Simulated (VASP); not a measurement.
A run of VASP 6.6.1 is set up as follows.

The input POSCAR:

```
Al2Ru
1.0
   -3.1218205081      0.0000000000      0.0000000000
    0.0000000000     -3.1218205081      0.0000000000
    0.0000000000      0.0000000000     17.8899668331
Al Ru
8 4
Direct
    0.0000000000      0.0000000000      0.1931134013
    0.5000000000      0.5000000000      0.9011904617
    0.0000000000      0.0000000000      0.6651647749
    0.5000000000      0.5000000000      0.4291390881
    0.5000000000      0.5000000000      0.2789379722
    1.0000000000      1.0000000000      0.0429122855
    0.5000000000      0.5000000000      0.7509893458
    1.0000000000      1.0000000000      0.5149636590
    0.0000000000      0.0000000000      0.3540385302
    0.5000000000      0.5000000000      0.1180128434
    0.0000000000      0.0000000000      0.8260899037
    0.5000000000      0.5000000000      0.5900642170
```

File INCAR.step1:

```
PREC     = Accurate       # precision mode
ENCUT    = 520            # plane-wave cutoff, eV
ISMEAR   = 0              # smearing method
SIGMA    = 0.15           # smearing width, eV
LREAL    = F              # projectors in reciprocal space
LASPH    = T              # aspherical terms in the spheres
NELM     = 60             # most SCF steps
NBANDS   = 52             # bands
GGA      = PE             # functional
ALGO     = Normal         # electronic algorithm
EDIFF    = 1E-4           # SCF threshold, eV
LWAVE    = T              # write WAVECAR
LCHARG   = F              # write CHGCAR
```

File INCAR.step2:

```
PREC     = Accurate       # precision mode
ENCUT    = 520            # plane-wave cutoff, eV
EDIFF    = 1E-7           # SCF threshold, eV
ISMEAR   = 0              # smearing method
SIGMA    = 0.15           # smearing width, eV
LREAL    = F              # projectors in reciprocal space
LASPH    = T              # aspherical terms in the spheres
NELM     = 60             # most SCF steps
ALGO     = Normal         # electronic algorithm
ISIF     = 2              # what is computed and relaxed
LWAVE    = F              # write WAVECAR
LCHARG   = F              # write CHGCAR
METAGGA  = R2SCAN         # meta-GGA
LMIXTAU  = T            
NBANDS   = 52             # bands
ISTART   = 1
```

KPOINTS

```
Automatic mesh
0
Gamma
  15 15 3
```

Potentials or basis: VASP PAW PBE potentials, release 64 (Al, Ru_pv).

Run with:

```console
$ cat potpaw_PBE.64/Al/POTCAR potpaw_PBE.64/Ru_pv/POTCAR > POTCAR
$ cp INCAR.step1 INCAR
$ mpirun -np 1 vasp_std > vasp.out
$ cp INCAR.step2 INCAR
$ mpirun -np 1 vasp_std > vasp.out
```

Q: Estimate the pressure.

A: -3.7 GPa.

Q: Predict the band gap on the k mesh.

A: Zero (bands 40 and 41 overlap by 0.02 eV).

Forces on the atoms (eV/Å):
```
Al   0.000  0.000 -0.094
Al   0.000  0.000  0.971
Al   0.000  0.000  0.003
Al   0.000  0.000  0.016
Al   0.000  0.000 -0.003
Al   0.000  0.000 -0.971
Al   0.000  0.000  0.094
Al   0.000  0.000 -0.016
Ru   0.000  0.000 -0.064
Ru   0.000  0.000 -0.056
Ru   0.000  0.000  0.056
Ru   0.000  0.000  0.064
```

Caveat: the cell differs from its parent crystal (the distance across one plane changed); the cell stands under tension; the PAW data sets were made with another functional, which shifts forces and pressure a little.
